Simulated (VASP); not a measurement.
Cr:

```
Cr
1.0
    -1.44195    1.44195    1.44195
     1.44195   -1.44195    1.44195
     1.44195    1.44195   -1.44195
Cr
1
Direct
  0.00000 0.00000 0.00000
```

Base run:

```yaml
Program: VASP 6.6.1
Functional: LDA
Potentials_or_basis: VASP PAW LDA potentials, release 64 (Cr_pv)
Cutoff: 500 eV
k_mesh: 14 × 14 × 14
Occupations: gaussian, width 0.05 eV
Spin: collinear spin, ferromagnetic start
Starting_moments: "[0.22] μB"
Fixed_moment: 0.22 μB
```

Its results: pressure -24.3 GPa; site moments Cr +0.21 μB.

After a change of settings the same cell gave: pressure -5.8 GPa; site moments Cr +1.46 μB. Which change was it?
A. fixed moment from 0.22 μB to 1.35 μB; moments at the start from [0.22] to [1.35]
B. fixed moment from 0.22 μB to 1.57 μB; moments at the start from [0.22] to [1.57]
C. fixed moment from 0.22 μB to 1.12 μB; moments at the start from [0.22] to [1.12]
D. fixed moment from 0.22 μB to 0.67 μB; moments at the start from [0.22] to [0.67]

B.

Caveats: the total moment is fixed, so each spin has its own Fermi level.
